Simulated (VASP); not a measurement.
A run of VASP 6.6.1 is set up as follows.

Contents of POSCAR:

```
HfO2
1.0
    2.5291609878     -2.5291609878      0.0000000000
    2.5291609878      0.0000000000     -2.5291609878
    5.9243473794      5.9243473794      5.9243473794
Hf O
3 6
Direct
    0.0000000000      0.0000000000      0.7115302916
    0.3333333333      0.3333333333      0.4269238671
    0.6666666667      0.6666666667      0.1423174426
    0.6666666667      0.6666666667      0.3557722610
    1.0000000000      0.0000000000      0.0711658364
    0.3333333333      0.3333333333      0.6403786855
    0.6666666667      0.6666666667      0.7826818977
    1.0000000000      0.0000000000      0.4980754732
    0.3333333333      0.3333333333      0.2134690487
```

The input INCAR.step1:

```
PREC = Accurate ; ENCUT = 520
ISMEAR = 0 ; SIGMA = 0.05
LREAL = False ; LASPH = True
NELM = 80 ; NBANDS = 43
GGA = PE ; ALGO = Normal
EDIFF = 1E-4 ; LWAVE = True
LCHARG = False
```

INCAR.step2

```
PREC = Accurate ; ENCUT = 520
EDIFF = 1E-6 ; ISMEAR = 0
SIGMA = 0.05 ; LREAL = False
LASPH = True ; NELM = 80
ALGO = Normal ; ISIF = 2
LWAVE = False ; LCHARG = False
METAGGA = R2SCAN ; LMIXTAU = True
NBANDS = 43 ; ISTART = 1
```

KPOINTS

```
regular mesh
0
Gamma
  7 7 3
```

Potentials or basis: VASP PAW PBE potentials, release 64 (Hf_pv, O).

Run with:

```bash
$ cat potpaw_PBE.64/Hf_pv/POTCAR potpaw_PBE.64/O/POTCAR > POTCAR
$ cp INCAR.step1 INCAR
$ mpirun -np 1 vasp_std > vasp.out
$ cp INCAR.step2 INCAR
$ mpirun -np 1 vasp_std > vasp.out
```

Q: What does it give for the largest force?

A: 0.859 eV/Å.

Q: Estimate the pressure.

A: -11.6 GPa.

Q: Estimate the band gap on the k mesh.

A: 4.72 eV (least direct gap 4.79 eV).

Stress tensor (GPa, compression positive):
```
-11.59   2.35   2.35
  2.35 -11.59   2.35
  2.35   2.35 -11.59
```

Caveat: the cell differs from its parent crystal (the distance across one plane changed); the cell stands under tension; the PAW data sets were made with another functional, which shifts forces and pressure a little; spin-orbit coupling is left out, which moves the levels of the heavy elements; an odd mesh through Γ misses points on the zone boundary, where band edges can lie.
